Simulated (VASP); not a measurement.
Set up this calculation in VASP 6.6.1, as the native input.

| Quantity | Value |
| --- | --- |
| Task | single point |
| Functional | PBE |
| Potentials or basis | VASP PAW PBE potentials, release 64 (Zr_sv) |
| Cutoff | 520 eV |
| k mesh | 10 × 10 × 5 |
| Occupations | fermi-dirac, width 0.15 eV |
| Spin | no spin polarisation |
| Dipole correction | no |
| Further INCAR settings | ALGO = Normal; EDIFF = 1e-06; NBANDS = 19 |

The structure of Zr lies in POSCAR:

```
Zr
1.0
    3.1490913792      0.0000000000      0.0000000000
   -1.5745456896      2.7271930309      0.0000000000
    0.0000000000      0.0000000000      5.0149669952
Zr
2
Direct
    0.3333333333      0.6666666667      0.2500000000
    0.6666666667      0.3333333333      0.7500000000
```

These files were run (other wordings do the same):

INCAR

```
SYSTEM = Zr
PREC = Accurate
ENCUT = 520
EDIFF = 1E-6
ISMEAR = -1
SIGMA = 0.15
LREAL = .False.
LASPH = .True.
NELM = 80
ALGO = Normal
ISIF = 2
LWAVE = .False.
LCHARG = .True.
GGA = PE
LELF = .True.
LVHAR = .True.
NBANDS = 19
```

KPOINTS

```
regular mesh
0
Gamma
  10 10 5
  0 0 0
```

Potentials or basis: VASP PAW PBE potentials, release 64 (Zr_sv).

The run is started by

```bash
$ cat potpaw_PBE.64/Zr_sv/POTCAR > POTCAR
$ mpirun -np 1 vasp_std > vasp.out
```

Results of the run:

| Quantity | Value |
| --- | --- |
| Pressure | 9.0 GPa |
| Band gap on the k mesh | zero (band 12 reaches 10.76 eV, above the bottom of band 13 at 9.61 eV) |

It took 29 s on 1 thread of Intel(R) Xeon(R) Platinum 8259CL CPU @ 2.50GHz (Skylake/Cascade Lake), with other jobs on the host, peak memory 0.17 GiB.
